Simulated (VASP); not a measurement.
Here is a VASP 6.6.1 calculation.

Contents of INCAR:

```
SYSTEM = W
PREC = Accurate ; ENCUT = 520
EDIFF = 1E-6 ; ISMEAR = -1
SIGMA = 0.05 ; LREAL = .False.
LASPH = .True. ; NELM = 100
ALGO = Fast ; ISIF = 2
LWAVE = .False. ; LCHARG = .False.
GGA = PE ; NBANDS = 13
```

File KPOINTS:

```
regular mesh
0
Gamma
  10 10 10
  0 0 0
```

Contents of POSCAR:

```
W
1.0
   -1.6139919000      1.6139919000      1.5823450000
    1.6139919000     -1.6139919000      1.5823450000
    1.6139919000      1.6139919000     -1.5823450000
W
1
Direct
    0.0000000000      0.0000000000      0.0000000000
```

Potentials or basis: VASP PAW PBE potentials, release 64 (W_sv).

Launch:

```sh
$ cat potpaw_PBE.64/W_sv/POTCAR > POTCAR
$ mpirun -np 1 vasp_std > vasp.out
```

**Question.** Estimate the band gap on the k mesh.

**Answer.** Zero (band 7 reaches 15.73 eV, above the bottom of band 8 at 9.80 eV).

**Question.** Predict the pressure.

**Answer.** -5.7 GPa.

Stress tensor (GPa, compression positive):
```
-7.73  0.00  0.00
 0.00 -7.73  0.00
 0.00  0.00 -1.57
```

Caveat: spin-orbit coupling is left out, which moves the levels of the heavy elements.
